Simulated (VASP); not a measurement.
# HfS5 (P6/mmm) in VASP: relaxation of cell and atoms with PBE

Aim: the relaxation of cell and atoms of HfS5 with PBE.

Program: VASP 6.6.1. These are calculated values, not measurements. Logs are shortened: lines on timing, memory, paths and dates and some standing lists are left out, and cuts for length are marked.

### Step 1. The cell of the first run

Symmetry: P6/mmm, No. 191, hexagonal system. Conventional cell: a = 4.651 Å, b = 4.651 Å, c = 6.897 Å, α = 90.00°, β = 90.00°, γ = 120.00°. Hf (site symmetry 6/mmm) has 6 S at 2.69 Å within 3.5 Å. Within 3.1 Å of S (site symmetry mmm) lie 4 S at 2.33 Å. Within 3.5 Å of S (site symmetry -6m2) lie 3 S at 2.69 Å and 3 Hf at 2.69 Å.

The cell was generated, and may not be a known phase.

### Step 2. Relaxation of cell and atoms, PBE

File INCAR:

```
PREC = Accurate
ENCUT = 600
EDIFF = 1E-7
ISMEAR = 0
SIGMA = 0.1
LREAL = F
LASPH = T
NELM = 80
ALGO = Normal
ISIF = 3
LWAVE = F
LCHARG = F
GGA = PE
IBRION = 2
NSW = 100
EDIFFG = -0.01
```

File KPOINTS:

```
Automatic mesh
0
Gamma
  12 12 6
```

File POSCAR:

```
HfS5
1.0
    4.6508123972      0.0000000000      0.0000000000
   -2.3254061986      4.0277216842      0.0000000000
    0.0000000000      0.0000000000      6.8974861716
Hf S
1 5
Direct
    0.0000000000      0.0000000000      0.0000000000
    0.5000000000      0.0000000000      0.5000000000
    0.5000000000      0.5000000000      0.5000000000
    0.0000000000      0.5000000000      0.5000000000
    0.3333333333      0.6666666667      0.0000000000
    0.6666666667      0.3333333333      0.0000000000
```

Potentials or basis: VASP PAW PBE potentials, release 64 (Hf_pv, S).

Launch:

```bash
$ cat potpaw_PBE.64/Hf_pv/POTCAR potpaw_PBE.64/S/POTCAR > POTCAR
$ mpirun -np 1 vasp_std > vasp.out
```

OUTCAR:

```text
PREC = Accurate
   ENCUT = 600
   EDIFF = 1E-7
   ISMEAR = 0
   LREAL = F
   LASPH = T
   NELM = 80
   ISIF = 3
   GGA = PE
   IBRION = 2
   NSW = 100
   EDIFFG = -0.01

 ion  position               nearest neighbor table
   1  0.000  0.000  0.000-   5 2.69   6 2.69   5 2.69   6 2.69   6 2.69   5 2.69
   2  0.500  0.000  0.500-   3 2.33   4 2.33   3 2.33   4 2.33
   3  0.500  0.500  0.500-   2 2.33   2 2.33   4 2.33   4 2.33
   4  0.000  0.500  0.500-   2 2.33   2 2.33   3 2.33   3 2.33
   5  0.333  0.667  0.000-   6 2.69   1 2.69   6 2.69   1 2.69   1 2.69   6 2.69
   6  0.667  0.333  0.000-   5 2.69   1 2.69   5 2.69   1 2.69   1 2.69   5 2.69

  LATTYP: Found a hexagonal cell.
 ALAT       =     4.6508123972
 C/A-ratio  =     1.4830712535

  Lattice vectors:

 A1 = (   4.6508123972,   0.0000000000,   0.0000000000)
 A2 = (  -2.3254061986,   4.0277216842,   0.0000000000)
 A3 = (   0.0000000000,   0.0000000000,   6.8974861716)

Analysis of symmetry for initial positions (statically):
=====================================================================
 Subroutine PRICEL returns:
 Original cell was already a primitive cell.

 Routine SETGRP: Setting up the symmetry group for a
 hexagonal supercell.

 Subroutine GETGRP returns: Found 24 space group operations
 (whereof 24 operations were pure point group operations)
 out of a pool of 24 trial point group operations.

The static configuration has the point symmetry D_6h.

Analysis of symmetry for dynamics (positions and initial velocities):
=====================================================================
 Subroutine PRICEL returns:
 Original cell was already a primitive cell.

 Routine SETGRP: Setting up the symmetry group for a
 hexagonal supercell.

 Subroutine GETGRP returns: Found 24 space group operations
 (whereof 24 operations were pure point group operations)
 out of a pool of 24 trial point group operations.

The dynamic configuration has the point symmetry D_6h.

 Subroutine INISYM returns: Found 24 space group operations
 (whereof 24 operations are pure point group operations),
 and found     1 'primitive' translations

----------------------------------------------------------------------------------------

                                     Primitive cell

  volume of cell :     129.2049

  direct lattice vectors                    reciprocal lattice vectors
     4.650812397  0.000000000  0.000000000     0.215016198  0.124139660  0.000000000
    -2.325406199  4.027721684  0.000000000     0.000000000  0.248279320  0.000000000
[... 100 lines left out ...]
   ISYM   =      2    0-nonsym 1-usesym 2-fastsym
   POTIM  = 0.5000    time-step for ionic-motion
   TEBEG  =    0.0;   TEEND  =   0.0 temperature during run
   PSTRESS=    0.0 pullay stress
   NELECT =      40.0000    total number of electrons
   NUPDOWN=      -1.0000    fix difference up-down
   EMIN   =  10.00;   EMAX   =-10.00  energy-range for DOS
   EFERMI =   0.00;   METHOD = LEGACY
   ISMEAR =     0;   SIGMA  =   0.10  broadening in eV -4-tet -1-fermi 0-gaus
   EFERMI_NEDOS =   21; number of points for ismear=-14 and -15
   IALGO  =     38    algorithm
   IMIX   =      4    mixing-type and parameters
     AMIX     =   0.40;   BMIX     =  1.00
     AMIX_MAG =   1.60;   BMIX_MAG =  1.00
  volume/ion in A,a.u.               =      21.53       145.32
  Fermi-wavevector in a.u.,A,eV,Ry     =   1.107478  2.092830 16.687649  1.226508
  Thomas-Fermi vector in A             =   2.243993
   LORBIT       =      0    0 simple, 1 ext, 2 COOP (PROOUT), +10 PAW based schemes
   GGA     = PE    functional components
   LHFCALC =     F    Hartree Fock is set to
   AEXX    =    0.0000 exact exchange contribution
   IVDW    =     0    specifies the selected vdW correction
   LEPSILON=     F    determine dielectric tensor
   LRPA    =     F    only Hartree local field effects (RPA)
 conjugate gradient relaxation of ions
 non-spin polarized calculation
 Gauss-broadening in eV      SIGMA  =   0.10
  energy-cutoff  :      600.00
  volume of cell :      129.20
 maximum number of plane-waves:      4335
 NGX is ok and might be reduce to    40
   NGX = 19   NGY = 19   NGZ = 27

--------------------------------------- Ionic step        1  -------------------------------------------

 number of electron      40.0000005 magnetization

 Free energy of the ion-electron system (eV)
  ---------------------------------------------------
  ext. energy  EPLUGINS =         0.00000000
  ---------------------------------------------------
  free energy    TOTEN  =       -29.31640074 eV

  energy without entropy =      -29.28610707  energy(sigma->0) =      -29.30125390

------------------------ aborting loop because EDIFF is reached ----------------------------------------

  FORCE on cell =-STRESS in cart. coord.  units (eV):
  Direction    XX          YY          ZZ          XY          YZ          ZX
  --------------------------------------------------------------------------------------
  -------------------------------------------------------------------------------------
  Total       -0.9606501     -0.9606501      0.3174666      0.0000000     -0.0000000      0.0000000
  in kB      -11.9123299    -11.9123299      3.9366746      0.0000000     -0.0000000      0.0000000
  external PRESSURE =      -6.6293284 kB  Pullay stress =       0.0000000 kB
[... 107 lines left out ...]
--------------------------------------- Ionic step        4  -------------------------------------------

 number of electron      40.0000004 magnetization

 E-fermi :   4.4906     XC(G=0):  -9.5998

 val. band max:        4.4859381801   @ k =   0.3333   0.0833   0.0000
 cond. band min:       4.4927432356   @ k =   0.3333   0.0833   0.1667
 fundamental gap:      0.0068050556
 Fermi energy:         4.4905988841

 k-point     1 :       0.0000    0.0000    0.0000
  band No.  band energies     occupation
      1     -28.1075      2.00000
      2     -27.4072      2.00000
      3     -27.4072      2.00000
      4     -12.3496      2.00000
      5      -9.7887      2.00000
      6      -5.7797      2.00000
[... 758 lines left out ...]
--------------------------------------- Ionic step        7  -------------------------------------------

 number of electron      40.0000001 magnetization

 Free energy of the ion-electron system (eV)
  ---------------------------------------------------
  ext. energy  EPLUGINS =         0.00000000
  ---------------------------------------------------
  free energy    TOTEN  =       -29.32224613 eV

  energy without entropy =      -29.29133155  energy(sigma->0) =      -29.30678884

 E-fermi :   4.3934     XC(G=0):  -9.5385

 val. band max:        4.3919521380   @ k =   0.2500   0.1667   0.5000
 cond. band min:       4.3946590512   @ k =   0.3333   0.0833   0.0000
 fundamental gap:      0.0027069132
 Fermi energy:         4.3934293906

 k-point     1 :       0.0000    0.0000    0.0000
  band No.  band energies     occupation
      1     -28.2229      2.00000
      2     -27.5161      2.00000
      3     -27.5161      2.00000
      4     -12.4368      2.00000
      5      -9.8853      2.00000
      6      -5.8730      2.00000
[... 672 lines left out ...]
  FREE ENERGIE OF THE ION-ELECTRON SYSTEM (eV)
  ---------------------------------------------------
  free  energy   TOTEN  =       -29.3222461257 eV

  energy  without entropy=      -29.2913315544  energy(sigma->0) =      -29.30678884

 reached required accuracy - stopping structural energy minimisation
```

OSZICAR:

```text
N       E                     dE             d eps       ncg     rms          rms(c)
DAV:   1     0.241866192381E+03    0.24187E+03   -0.20527E+04  3656   0.165E+03
DAV:   2    -0.114108712471E+02   -0.25328E+03   -0.24930E+03  4760   0.304E+02
DAV:   3    -0.322867418116E+02   -0.20876E+02   -0.20504E+02  4848   0.760E+01
[... 78 lines left out ...]
DAV:   5    -0.293222287791E+02    0.14484E-04   -0.65205E-04  4320   0.125E-01    0.155E-01
DAV:   6    -0.293222414930E+02   -0.12714E-04   -0.57776E-05  4976   0.390E-02    0.528E-02
DAV:   7    -0.293222452846E+02   -0.37916E-05   -0.35572E-05  4544   0.271E-02    0.991E-03
DAV:   8    -0.293222456429E+02   -0.35838E-06   -0.12236E-06  4496   0.612E-03    0.492E-03
DAV:   9    -0.293222462229E+02   -0.57995E-06   -0.27798E-07  3480   0.316E-03    0.145E-03
DAV:  10    -0.293222461257E+02    0.97209E-07   -0.40604E-08  2088   0.114E-03
   7 F= -.29322246E+02 E0= -.29306789E+02  d E =-.169569E-02
```

Wall time 22 min (1 thread of Oxide Virtual Turin-like, shared host); peak memory 0.44 GiB.

Results:

- Free energy: -29.3222 eV
- Relaxed volume: 21.66 Å³/atom
- Relaxed cell: a = 4.633 Å, b = 4.633 Å, c = 6.993 Å, α = 90.00°, β = 90.00°, γ = 120.00°
- Space group after relaxing (to 0.1 Å): P6/mmm (No. 191)
- Energy gained by relaxing: 1.0 meV/atom
- Ionic steps: 7
- Pressure after relaxing: 0.0 GPa
- Band gap on the k mesh: zero (bands 20 and 21 overlap by 1.79 eV)

The path:
```
step  energy change (eV)  largest force (eV/Å)  pressure (GPa)  volume (Å³)
   1              0.0000                0.0000           -0.66       129.20
   2             -0.0007                0.0000            0.93       127.54
   3             -0.0041                0.0000            0.16       128.33
   4             -0.0047                0.0000            0.13       128.62
   5             -0.0057                0.0000            0.05       129.48
   6             -0.0049                0.0000           -0.10       131.21
   7             -0.0058                0.0000            0.00       129.98
```

Final structure:
```
Hf S
1.0
     4.63290    0.00000    0.00000
    -2.31645    4.01221    0.00000
     0.00000    0.00000    6.99274
Hf S
1 5
Direct
  0.00000 0.00000 0.00000
  0.50000 0.00000 0.50000
  0.50000 0.50000 0.50000
  0.00000 0.50000 0.50000
  0.33333 0.66667 0.00000
  0.66667 0.33333 0.00000
```

Levels at points of the mesh, in eV from the Fermi level:
```csv
k point,band 17,band 18,band 19,band 20,band 21,band 22,band 23,band 24
"(0.00, 0.00, 0.00)",-0.77,-0.19,-0.06,-0.06,-0.01,0.97,0.97,3.60
"(0.50, 0.00, 0.00)",-1.48,-0.96,-0.87,-0.71,-0.64,-0.07,0.73,1.12
"(0.00, 0.00, 0.50)",-0.79,-0.06,0.05,0.05,0.83,1.06,1.06,2.83
"(0.50, 0.00, 0.50)",-1.57,-1.56,-0.98,-0.81,-0.22,-0.08,0.72,0.75
```

Caveat: spin-orbit coupling is left out, which moves the levels of the heavy elements.
